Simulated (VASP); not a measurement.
Wanted: the native input for a VASP 6.6.1 run.

```
Task                   : single point
Functional             : PBEsol
Potentials or basis    : VASP PAW PBE potentials, release 64 (Sr_sv, Ti_sv, O)
Cutoff                 : 520 eV
k mesh                 : 8 × 8 × 8
Occupations            : gaussian, width 0.05 eV
Spin                   : no spin polarisation
Dipole correction      : no
Further INCAR settings : ALGO = Normal; EDIFF = 1e-06; NBANDS = 28
```

The structure of SrTiO3 lies in POSCAR:

```
SrTiO3
1.0
    3.9431369145      0.0000000000      0.0000000000
    0.0000000000      3.9431369145      0.0000000000
    0.0000000000      0.0000000000      3.8913815400
Sr Ti O
1 1 3
Direct
    0.0072188559      0.0000000000      0.0000000000
    0.5178206165      0.5000000000      0.5000000000
   -0.0291211991      0.5000000000      0.5000000000
    0.4681347103      0.0000000000      0.5000000000
    0.4681347103      0.5000000000      0.0000000000
```

One way to write it, as run:

INCAR

```
ALGO = Normal
EDIFF = 1E-6
ENCUT = 520
GGA = PS
ISIF = 2
ISMEAR = 0
LASPH = T
LCHARG = F
LREAL = F
LWAVE = F
NBANDS = 28
NELM = 60
PREC = Accurate
SIGMA = 0.05
```

KPOINTS

```
k-points
0
Gamma
  8 8 8
```

Potentials or basis: VASP PAW PBE potentials, release 64 (Sr_sv, Ti_sv, O).

Command:

```sh
$ cat potpaw_PBE.64/Sr_sv/POTCAR potpaw_PBE.64/Ti_sv/POTCAR potpaw_PBE.64/O/POTCAR > POTCAR
$ mpirun -np 1 vasp_std > vasp.out
```

Results of the run:

* Pressure: -1.7 GPa
* Largest force: 0.900 eV/Å
* Band gap on the k mesh: 1.87 eV (least direct gap 2.50 eV)

Caveat: the stress differs along the axes, from -5 to 2 GPa; the PAW data sets were made with another functional, which shifts forces and pressure a little.

Wall time 2.6 min on 1 thread of Intel(R) Xeon(R) Platinum 8488C (Sapphire Rapids) (shared host), peak memory 0.32 GiB.
